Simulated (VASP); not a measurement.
Here is a VASP 6.6.1 calculation.

Contents of INCAR:

```
  PREC = Accurate
  ENCUT = 520
  EDIFF = 1E-7
  ISMEAR = 0
  SIGMA = 0.1
  LREAL = F
  LASPH = T
  NELM = 150
  ALGO = Normal
  ISIF = 2
  LWAVE = F
  LCHARG = F
  ISPIN = 2
  MAGMOM = 4 0
  LORBIT = 11
  LMAXMIX = 4
  GGA = PE
  NBANDS = 17
```

File KPOINTS:

```
regular mesh
0
Gamma
  6 6 6
```

File POSCAR:

```
FeSi
1.0
    2.7258542754      0.0000000027      0.0000000000
   -1.3629271400      2.3606590481      0.0000000000
    0.0000000000      0.0000000000      3.5256931130
Fe Si
1 1
Direct
    0.6666666667      0.3333333333      0.5000000000
    0.0000000000      0.0000000000      0.0000000000
```

Potentials or basis: VASP PAW PBE potentials, release 64 (Fe, Si).

Launch:

```console
$ cat potpaw_PBE.64/Fe/POTCAR potpaw_PBE.64/Si/POTCAR > POTCAR
$ mpirun -np 1 vasp_std > vasp.out
```

Problem. Estimate the site moments.

Solution. Fe +0.81; Si -0.02 μB.

Problem. Estimate the net moment.

Solution. 0.76 μB per cell.

Problem. Predict the pressure.

Solution. 0.2 GPa.

Stress tensor (GPa, compression positive):
```
0.13 0.00 0.00
0.00 0.13 0.00
0.00 0.00 0.24
```

Caveat: the k points lie up to 0.44 Å⁻¹ apart.
